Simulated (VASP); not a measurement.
Here is a VASP 6.6.1 calculation.

Contents of INCAR:

```
SYSTEM = LiF
PREC = Accurate
ENCUT = 520
EDIFF = 1E-6
ISMEAR = 0
SIGMA = 0.05
LREAL = .FALSE.
LASPH = .TRUE.
NELM = 100
ALGO = Normal
ISIF = 2
LWAVE = .FALSE.
LCHARG = .FALSE.
GGA = CA
NBANDS = 18
```

File KPOINTS:

```
Automatic mesh
0
G
  9 9 6
  0 0 0
```

POSCAR

```
LiF
1.0
    3.0976209951      0.0000000000      0.0000000000
   -1.5488104975      2.6826184730      0.0000000000
    0.0000000000      0.0000000000      4.4580961361
Li F
2 2
Direct
    0.3333333333      0.6666666667      0.3465456496
    0.6666666667      0.3333333333      0.8465456496
    0.3333333333      0.6666666667      0.9910195924
    0.6666666667      0.3333333333      0.4910195924
```

Potentials or basis: VASP PAW LDA potentials, release 64 (Li_sv, F).

Command:

```bash
$ cat potpaw_LDA.64/Li_sv/POTCAR potpaw_LDA.64/F/POTCAR > POTCAR
$ mpirun -np 1 vasp_std > vasp.out
```

Problem. Predict the band gap on the k mesh.

Solution. 7.88 eV (least direct gap 7.90 eV).

Problem. Predict the largest force.

Solution. 1.941 eV/Å.

Forces in eV/Å, atoms in the order of the input:
```
Li   0.000  0.000  1.941
Li   0.000  0.000  1.941
F    0.000  0.000 -1.941
F    0.000  0.000 -1.941
```

Caveat: an odd mesh through Γ misses points on the zone boundary, where band edges can lie; forces of over 1 eV/Å act on the atoms, so gaps and moduli don't describe the material at rest.
